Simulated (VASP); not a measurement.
# Au (Im-3m) in VASP: notebook

Au is run at these levels: B3LYP, r2SCAN; tasks: single point.

Program: VASP 6.6.1. These are calculated values, not measurements. Logs are shortened: lines on timing, memory, paths and dates and some standing lists are left out, and cuts for length are marked.

## Step 1: The cell of the first run

Symmetry: Im-3m, No. 229, cubic system. Conventional cell: a = 3.354 Å, b = 3.354 Å, c = 3.354 Å, α = 90.00°, β = 90.00°, γ = 90.00°. Within 3.8 Å of Au (site symmetry m-3m) lie 14 Au at 2.91 to 3.35 Å.

## Step 2: Single point, B3LYP

File POSCAR:

```
Au
1.0
   -1.6772491633      1.6772491633      1.6772491633
    1.6772491633     -1.6772491633      1.6772491633
    1.6772491633      1.6772491633     -1.6772491633
Au
1
Direct
    0.0000000000      0.0000000000      0.0000000000
```

File INCAR.step1:

```
PREC = Accurate
ENCUT = 520
EDIFF = 1E-5
ISMEAR = -1
SIGMA = 0.05
LREAL = F
LASPH = T
NELM = 80
ALGO = Normal
ISIF = 2
LWAVE = T
LCHARG = F
GGA = PE
NBANDS = 12
```

File INCAR.step2:

```
PREC = Accurate
ENCUT = 520
EDIFF = 1E-6
ISMEAR = -1
SIGMA = 0.05
LREAL = F
LASPH = T
NELM = 80
ALGO = Normal
ISIF = 2
LWAVE = F
LCHARG = F
GGA = B3
LHFCALC = T
AEXX = 0.2
AGGAX = 0.72
AGGAC = 0.81
ALDAC = 0.19
PRECFOCK = Normal
ISTART = 1
NBANDS = 12
```

File KPOINTS:

```
Automatic mesh
0
Gamma
  6 6 6
```

Potentials or basis: VASP PAW PBE potentials, release 64 (Au).

Launch:

```sh
$ cat potpaw_PBE.64/Au/POTCAR > POTCAR
$ cp INCAR.step1 INCAR
$ mpirun -np 1 vasp_std > vasp.out
$ cp INCAR.step2 INCAR
$ mpirun -np 1 vasp_std > vasp.out
```

OUTCAR:

```text
PREC = Accurate
   ENCUT = 520
   EDIFF = 1E-6
   ISMEAR = -1
   LREAL = F
   LASPH = T
   NELM = 80
   ISIF = 2
   GGA = B3
   LHFCALC = T
   AEXX = 0.2
   PRECFOCK = Normal
   ISTART = 1

 ion  position               nearest neighbor table
   1  0.000  0.000  0.000-

  LATTYP: Found a body centered cubic cell.
 ALAT       =     3.3544983266

  Lattice vectors:

 A1 = (  -1.6772491633,   1.6772491633,   1.6772491633)
 A2 = (   1.6772491633,  -1.6772491633,   1.6772491633)
 A3 = (   1.6772491633,   1.6772491633,  -1.6772491633)

Analysis of symmetry for initial positions (statically):
=====================================================================
 Subroutine PRICEL returns:
 Original cell was already a primitive cell.

 Routine SETGRP: Setting up the symmetry group for a
 body centered cubic supercell.

 Subroutine GETGRP returns: Found 48 space group operations
 (whereof 48 operations were pure point group operations)
 out of a pool of 48 trial point group operations.

The static configuration has the point symmetry O_h .

Analysis of symmetry for dynamics (positions and initial velocities):
=====================================================================
 Subroutine PRICEL returns:
 Original cell was already a primitive cell.

 Routine SETGRP: Setting up the symmetry group for a
 body centered cubic supercell.

 Subroutine GETGRP returns: Found 48 space group operations
 (whereof 48 operations were pure point group operations)
 out of a pool of 48 trial point group operations.

The dynamic configuration has the point symmetry O_h .

 Subroutine INISYM returns: Found 48 space group operations
 (whereof 48 operations are pure point group operations),
 and found     1 'primitive' translations

----------------------------------------------------------------------------------------

                                     Primitive cell

  volume of cell :      18.8735

  direct lattice vectors                    reciprocal lattice vectors
    -1.677249163  1.677249163  1.677249163     0.000000000  0.298107169  0.298107169
     1.677249163 -1.677249163  1.677249163     0.298107169  0.000000000  0.298107169
     1.677249163  1.677249163 -1.677249163     0.298107169  0.298107169  0.000000000

  length of vectors
     2.905080768  2.905080768  2.905080768     0.421587202  0.421587202  0.421587202

  position of ions in fractional coordinates (direct lattice)
     0.000000000  0.000000000  0.000000000

  ion indices of the primitive-cell ions
   primitive index   ion index
                 1           1

----------------------------------------------------------------------------------------

 KPOINTS: Automatic mesh

Automatic generation of k-mesh.
 Grid dimensions read from file:
 generate k-points for:    6    6    6

 Generating k-lattice:

  Cartesian coordinates                     Fractional coordinates (reciprocal lattice)
     0.000000000  0.049684528  0.049684528     0.166666667  0.000000000  0.000000000
     0.049684528  0.000000000  0.049684528     0.000000000  0.166666667  0.000000000
     0.049684528  0.049684528  0.000000000     0.000000000  0.000000000  0.166666667

  Length of vectors
     0.070264534  0.070264534  0.070264534

  Shift w.r.t. Gamma in fractional coordinates (k-lattice)
     0.000000000  0.000000000  0.000000000

 Subroutine IBZKPT returns following result:
 ===========================================

 Found     16 irreducible k-points:

 Following reciprocal coordinates:
            Coordinates               Weight
  0.000000  0.000000  0.000000      1.000000
  0.166667  0.000000  0.000000     12.000000
  0.333333  0.000000  0.000000     12.000000
  0.500000  0.000000  0.000000      6.000000
  0.166667  0.166667  0.000000     24.000000
  0.333333  0.166667 -0.000000     48.000000
[... 8 lines left out ...]
  0.500000  0.500000  0.333333     12.000000
  0.500000  0.500000  0.500000      1.000000
   k-points           NKPTS =     16   k-points in BZ     NKDIM =    216   number of bands    NBANDS=     12
   number of dos      NEDOS =    301   number of ions     NIONS =      1
   total plane-waves  NPLWV =  13824
   dimension x,y,z NGX =    24 NGY =   24 NGZ =   24
   dimension x,y,z NGXF=    48 NGYF=   48 NGZF=   48
   ions per type =               1
   NGX,Y,Z   is equivalent  to a cutoff of  13.73, 13.73, 13.73 a.u.
   NGXF,Y,Z  is equivalent  to a cutoff of  27.47, 27.47, 27.47 a.u.
 SYSTEM =  unknown system
   PREC   = accura    normal or accurate (medium, high low for compatibility)
   ISTART =      1    job   : 0-new  1-cont  2-samecut
   ICHARG =      0    charge: 1-file 2-atom 10-const
   ISPIN  =      1    spin polarized calculation?
   LNONCOLLINEAR =      F non collinear calculations
   LSORBIT =      F    spin-orbit coupling
   LASPH  =      T    aspherical Exc in radial PAW
   ENCUT  =  520.0 eV  38.22 Ry    6.18 a.u.   5.40  5.40  5.40*2*pi/ulx,y,z
   NELM   =     80;   NELMIN=  2; NELMDL=  0     # of ELM steps
   EDIFF  = 0.1E-05   stopping-criterion for ELM
   LREAL  =      F    real-space projection
   EDIFFG = 0.1E-04   stopping-criterion for IOM
   NSW    =      0    number of steps for IOM
   IBRION =     -1    ionic relax: 0-MD 1-quasi-New 2-CG
   NFREE  =      0    steps in history (QN), initial steepest desc. (CG)
   ISIF   =      2    stress and relaxation
   ISYM   =      3    0-nonsym 1-usesym 2-fastsym
   POTIM  = 0.5000    time-step for ionic-motion
   TEBEG  =    0.0;   TEEND  =   0.0 temperature during run
   PSTRESS=    0.0 pullay stress
   NELECT =      11.0000    total number of electrons
   NUPDOWN=      -1.0000    fix difference up-down
   EMIN   =  10.00;   EMAX   =-10.00  energy-range for DOS
   EFERMI =   0.00;   METHOD = LEGACY
   ISMEAR =    -1;   SIGMA  =   0.05  broadening in eV -4-tet -1-fermi 0-gaus
   EFERMI_NEDOS =   21; number of points for ismear=-14 and -15
   IALGO  =     38    algorithm
   IMIX   =      1    mixing-type and parameters
     AMIX     =   0.40;   BMIX     =  1.00
     AMIX_MAG =   1.60;   BMIX_MAG =  1.00
  volume/ion in A,a.u.               =      18.87       127.36
  Fermi-wavevector in a.u.,A,eV,Ry     =   1.367482  2.584165 25.442974  1.870006
  Thomas-Fermi vector in A             =   2.493530
   LORBIT       =      0    0 simple, 1 ext, 2 COOP (PROOUT), +10 PAW based schemes
   GGA     = B3    functional components
   LHFCALC =     T    Hartree Fock is set to
   PRECFOCK=normal    Normal, Fast or Accurate (Low or Medium for compatibility)
   ENCUT4O =  -1.0   cutoff for four orbital integrals eV
   NKREDX  =     1    reduce k-point grid by
   NKREDY  =     1    reduce k-point grid by
   NKREDZ  =     1    reduce k-point grid by
   AEXX    =    0.2000 exact exchange contribution
   HFSCREEN=    0.0000 screening length (either q_TF or 0.3 A-1)
   HFSCREENC=   0.0000 screening length for correlation (either q_TF or 0.3 A-1)
   ENCUTFOCK=  -1.0 apply spherical cutoff to Coloumb kernel
   IVDW    =     0    specifies the selected vdW correction
   LEPSILON=     F    determine dielectric tensor
   LRPA    =     F    only Hartree local field effects (RPA)
 non-spin polarized calculation
  energy-cutoff  :      520.00
  volume of cell :       18.87
 maximum number of plane-waves:       531
 NGX is ok and might be reduce to    24
  NGX = 18; NGY = 18; NGZ = 18

 number of electron      11.0000000 magnetization

 Free energy of the ion-electron system (eV)
  ---------------------------------------------------
  ext. energy  EPLUGINS =         0.00000000
  ---------------------------------------------------
  free energy    TOTEN  =        -2.73926414 eV

  energy without entropy =       -2.72851239  energy(sigma->0) =       -2.73388826

 E-fermi :   8.3837     XC(G=0):  -9.6145

 val. band max:        8.0404216640   @ k =  -0.3333   0.3333   0.3333
 cond. band min:       8.4569683576   @ k =   0.3333   0.1667  -0.0000
 fundamental gap:      0.4165466936
 Fermi energy:         8.3836950812

 k-point     1 :       0.0000    0.0000    0.0000
  band No.  band energies     occupation
      1      -1.8220      2.00000
      2       2.3812      2.00000
      3       2.3812      2.00000
      4       2.3812      2.00000
      5       4.0581      2.00000
      6       4.0581      2.00000
      7      25.8302      0.00000
      8      25.8302      0.00000
      9      25.8302      0.00000
     10      31.9565      0.00000
     11      31.9565      0.00000
     12      31.9565      0.00000

 k-point     2 :       0.1667    0.0000    0.0000
  band No.  band energies     occupation
      1      -0.8478      2.00000
      2       2.1253      2.00000
      3       2.4446      2.00000
      4       3.0371      2.00000
      5       3.8368      2.00000
      6       4.0871      2.00000
      7      23.9903      0.00000
      8      25.3362      0.00000
      9      26.9084      0.00000
     10      28.4780      0.00000
     11      29.0733      0.00000
     12      29.4698      0.00000

 k-point     3 :       0.3333    0.0000    0.0000
  band No.  band energies     occupation
      1       0.4439      2.00000
      2       1.6491      2.00000
      3       3.7282      2.00000
      4       4.1368      2.00000
      5       4.1847      2.00000
      6       4.6165      2.00000
      7      17.0566      0.00000
      8      22.7066      0.00000
      9      24.5310      0.00000
     10      29.2065      0.00000
     11      29.2312      0.00000
     12      32.3552      0.00000
[... 166 lines left out ...]
 k-point    15 :       0.5000    0.5000    0.3333
  band No.  band energies     occupation
      1       1.0552      2.00000
      2       1.2233      2.00000
      3       3.9563      2.00000
      4       4.2754      2.00000
      5       5.3217      2.00000
      6      12.8044      0.00000
      7      13.5948      0.00000
      8      17.0301      0.00000
      9      21.6385      0.00000
     10      25.4802      0.00000
     11      25.6550      0.00000
     12      33.9729      0.00000

 k-point    16 :       0.5000    0.5000    0.5000
  band No.  band energies     occupation
      1       0.6780      2.00000
      2       0.6780      2.00000
      3       5.2320      2.00000
      4       5.2320      2.00000
      5       5.2320      2.00000
      6      15.1373      0.00000
      7      15.1373      0.00000
      8      15.1373      0.00000
      9      17.8456      0.00000
     10      24.3605      0.00000
     11      24.3605      0.00000
     12      33.7440      0.00000

------------------------ aborting loop because EDIFF is reached ----------------------------------------

  FORCE on cell =-STRESS in cart. coord.  units (eV):
  Direction    XX          YY          ZZ          XY          YZ          ZX
  --------------------------------------------------------------------------------------
  -------------------------------------------------------------------------------------
  Total        0.0450529      0.0450529      0.0450529     -0.0000000     -0.0000000     -0.0000000
  in kB        3.8245542      3.8245542      3.8245542     -0.0000000     -0.0000000     -0.0000000
  external PRESSURE =       3.8245542 kB  Pullay stress =       0.0000000 kB

 VOLUME and BASIS-vectors are now :
 -----------------------------------------------------------------------------
  energy-cutoff  :      520.00
  volume of cell :       18.87
      direct lattice vectors                 reciprocal lattice vectors
    -1.677249163  1.677249163  1.677249163     0.000000000  0.298107169  0.298107169
     1.677249163 -1.677249163  1.677249163     0.298107169  0.000000000  0.298107169
     1.677249163  1.677249163 -1.677249163     0.298107169  0.298107169  0.000000000

 POSITION                                       TOTAL-FORCE (eV/Angst)
 -----------------------------------------------------------------------------------
      0.00000      0.00000      0.00000        -0.000000      0.000000     -0.000000
 -----------------------------------------------------------------------------------
    total drift:                                0.000000     -0.000000      0.000000

  FREE ENERGIE OF THE ION-ELECTRON SYSTEM (eV)
  ---------------------------------------------------
  free  energy   TOTEN  =        -2.7392641370 eV

  energy  without entropy=       -2.7285123872  energy(sigma->0) =       -2.73388826
```

Run time: 7.1 min. Hardware: 1 thread of Intel Xeon Platinum 8488C (Sapphire Rapids), shared host; peak memory 0.15 GiB.

Results:

* Free energy: -2.7393 eV
* Pressure: 0.4 GPa

Levels at points of the mesh, in eV from the Fermi level:
```tsv
k point	band 2	band 3	band 4	band 5	band 6	band 7	band 8	band 9	band 10	band 11
(0.00, 0.00, 0.00)	-6.00	-6.00	-6.00	-4.33	-4.33	17.45	17.45	17.45	23.57	23.57
(0.50, 0.00, 0.00)	-6.96	-4.43	-4.13	-2.77	-0.63	3.37	13.15	14.03	21.62	22.09
(0.50, 0.50, 0.50)	-7.71	-3.15	-3.15	-3.15	6.75	6.75	6.75	9.46	15.98	15.98
```

Caveat: the k points lie up to 0.44 Å⁻¹ apart; the PAW data sets were made with another functional, which shifts forces and pressure a little; spin-orbit coupling is left out, which moves the levels of the heavy elements.

(Part 1 of 2 ends here.)
